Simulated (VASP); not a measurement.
Input of a VASP 6.6.1 run:

File INCAR:

```
PREC     = Accurate       # precision mode
ENCUT    = 600            # plane-wave cutoff, eV
EDIFF    = 1E-6           # SCF threshold, eV
ISMEAR   = 0              # smearing method
SIGMA    = 0.01           # smearing width, eV
LREAL    = F              # projectors in reciprocal space
LASPH    = T              # aspherical terms in the spheres
NELM     = 120            # most SCF steps
ALGO     = Normal         # electronic algorithm
ISIF     = 2              # what is computed and relaxed
LWAVE    = F              # write WAVECAR
LCHARG   = F              # write CHGCAR
GGA      = PE             # functional
IVDW     = 12             # dispersion correction
NBANDS   = 15             # bands
GGA_COMPAT= F
```

The input KPOINTS:

```
Automatic mesh
0
Gamma
  5 5 5
```

POSCAR

```
BaO
1.0
    0.0000000000      2.7128332818      2.7128332818
    2.7128332818      0.0000000000      2.7128332818
    2.7128332818      2.7128332818      0.0000000000
Ba O
1 1
Direct
    0.0000000000      0.0000000000      0.0000000000
    0.5000000000      0.5000000000      0.5000000000
```

Potentials or basis: VASP PAW PBE potentials, release 64 (Ba_sv, O).

Launch:

```console
$ cat potpaw_PBE.64/Ba_sv/POTCAR potpaw_PBE.64/O/POTCAR > POTCAR
$ mpirun -np 1 vasp_std > vasp.out
```

**Question.** Estimate the dispersion energy per atom.

**Answer.** -0.242 eV.

**Question.** Predict the pressure.

**Answer.** 6.8 GPa.

**Question.** Predict the band gap on the k mesh.

**Answer.** 2.03 eV, indirect (least direct gap 2.23 eV).

Caveat: spin-orbit coupling is left out, which moves the levels of the heavy elements. A k mesh can miss the band edges.
